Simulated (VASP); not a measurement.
Here is a VASP 6.6.1 calculation.

INCAR

```
SYSTEM = NaF
PREC = Accurate
ENCUT = 600
EDIFF = 1E-6
ISMEAR = 0
SIGMA = 0.01
LREAL = .FALSE.
LASPH = .TRUE.
NELM = 120
ALGO = Normal
ISIF = 2
LWAVE = .FALSE.
LCHARG = .FALSE.
GGA = PE
NBANDS = 14
GGA_COMPAT = .FALSE.
```

Contents of KPOINTS:

```
regular mesh
0
G
  4 4 4
  0 0 0
```

File POSCAR:

```
NaF
1.0
    0.0000000000      2.2972417931      2.2972417931
    2.2972417931      0.0000000000      2.2972417931
    2.2972417931      2.2972417931      0.0000000000
Na F
1 1
Direct
    0.0000000000      0.0000000000      0.0000000000
    0.5000000000      0.5000000000      0.5000000000
```

Potentials or basis: VASP PAW PBE potentials, release 64 (Na_pv, F).

Command:

```console
$ cat potpaw_PBE.64/Na_pv/POTCAR potpaw_PBE.64/F/POTCAR > POTCAR
$ mpirun -np 1 vasp_std > vasp.out
```

(1) Predict the pressure.

(2) What does it give for the band gap on the k mesh?

Answers

(1) 3.4 GPa.

(2) 6.44 eV.

Caveat: the k points lie up to 0.59 Å⁻¹ apart.
